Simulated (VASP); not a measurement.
A run of VASP 6.6.1 is set up as follows.

The input INCAR:

```
PREC     = Accurate       # precision mode
ENCUT    = 600            # plane-wave cutoff, eV
EDIFF    = 1E-6           # SCF threshold, eV
ISMEAR   = 0              # smearing method
SIGMA    = 0.05           # smearing width, eV
LREAL    = False          # projectors in reciprocal space
LASPH    = True           # aspherical terms in the spheres
NELM     = 120            # most SCF steps
ALGO     = Normal         # electronic algorithm
ISIF     = 2              # what is computed and relaxed
LWAVE    = False          # write WAVECAR
LCHARG   = False          # write CHGCAR
GGA      = PE             # functional
NBANDS   = 15             # bands
GGA_COMPAT= False
```

KPOINTS

```
regular mesh
0
Gamma
  8 8 8
```

File POSCAR:

```
ZrC
1.0
    2.9237366358      0.0000000000      0.0000000000
    0.0000000000      2.9237366358      0.0000000000
    0.0000000000      0.0000000000      2.9237366358
Zr C
1 1
Direct
    0.0000000000      0.0000000000      0.0000000000
    0.5000000000      0.5000000000      0.5000000000
```

Potentials or basis: VASP PAW PBE potentials, release 64 (Zr_sv, C).

Run with:

```bash
$ cat potpaw_PBE.64/Zr_sv/POTCAR potpaw_PBE.64/C/POTCAR > POTCAR
$ mpirun -np 1 vasp_std > vasp.out
```

**Question.** Estimate the pressure.

**Answer.** -0.7 GPa.

**Question.** Predict the band gap on the k mesh.

**Answer.** Zero (band 8 reaches 11.58 eV, above the bottom of band 9 at 9.52 eV).
